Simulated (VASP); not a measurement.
Wanted: the native input for a VASP 6.6.1 run.

| Property | Result |
| --- | --- |
| Task | single point |
| Functional | LDA |
| Potentials or basis | VASP PAW LDA potentials, release 64 (Mn_pv) |
| Cutoff | 520 eV |
| k mesh | 18 × 18 × 18 |
| Occupations | fermi-dirac, width 0.1 eV |
| Spin | no spin polarisation |
| Dipole correction | no |
| Further INCAR settings | ALGO = Normal; EDIFF = 1e-06; NBANDS = 12 |

The structure of Mn lies in POSCAR:

```
Mn
1.0
   -1.3448268388      1.3448268388      1.3448268388
    1.3448268388     -1.3448268388      1.3448268388
    1.3448268388      1.3448268388     -1.3448268388
Mn
1
Direct
    0.0000000000      0.0000000000      0.0000000000
```

This cell differs from its parent crystal: volume scaled by 0.96.

The input as run:

INCAR

```
PREC = Accurate
ENCUT = 520
EDIFF = 1E-6
ISMEAR = -1
SIGMA = 0.1
LREAL = F
LASPH = T
NELM = 60
ALGO = Normal
ISIF = 2
LWAVE = F
LCHARG = F
GGA = CA
NBANDS = 12
```

KPOINTS

```
Automatic mesh
0
Gamma
  18 18 18
```

Potentials or basis: VASP PAW LDA potentials, release 64 (Mn_pv).

Run with:

```bash
$ cat potpaw_LDA.64/Mn_pv/POTCAR > POTCAR
$ mpirun -np 1 vasp_std > vasp.out
```

Results of the run:

```json
{"Pressure": "15.0 GPa"}
```

Caveat: the run has no spin polarisation, though such a crystal can be magnetic.

Run time: 27 s on 1 thread of AMD EPYC 7R13, on a shared host, peak memory 0.1 GiB.
